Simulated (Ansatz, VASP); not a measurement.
Two plane-wave programs on AlN

```
Al N
1.0
     3.01350    0.00000    0.00000
    -1.50675    2.60976    0.00000
     0.00000    0.00000    4.82922
Al N
2 2
Direct
  0.66667 0.33333 0.49893
  0.33333 0.66667 0.99893
  0.66667 0.33333 0.88107
  0.33333 0.66667 0.38107
```

Change from the starting cell: equal strain along all axes, cell held, atoms relaxed: -3.0 %.

Alike in both runs: functional r2SCAN; k mesh 12 × 12 × 6; occupations gaussian, width 0.02 eV; no spin polarisation.

Ansatz relaxed the structure, and its values are those at the end. VASP's run is a single point on that final structure, the one shown.

|  | VASP | Ansatz |
| --- | --- | --- |
| version | VASP 6.6.1 | Ansatz 0.2.0 |
| potentials or method | VASP PAW PBE potentials, release 64 (Al, N), cutoff 520 eV | scalar-relativistic, plane waves, PAW |
| valence electrons in the cell | 16 | 16 |

```tsv
	VASP	Ansatz	Ansatz less VASP
gap on the k mesh at the Fermi level (eV)	5.74	5.74	-0.007
least direct gap on the mesh (eV)	5.78	5.74	-0.047
pressure (GPa)	22.7	22.9	+0.26
```

VASP's potentials were made for PBE, not for r2SCAN. Ansatz's warnings: stress scf threshold loose.
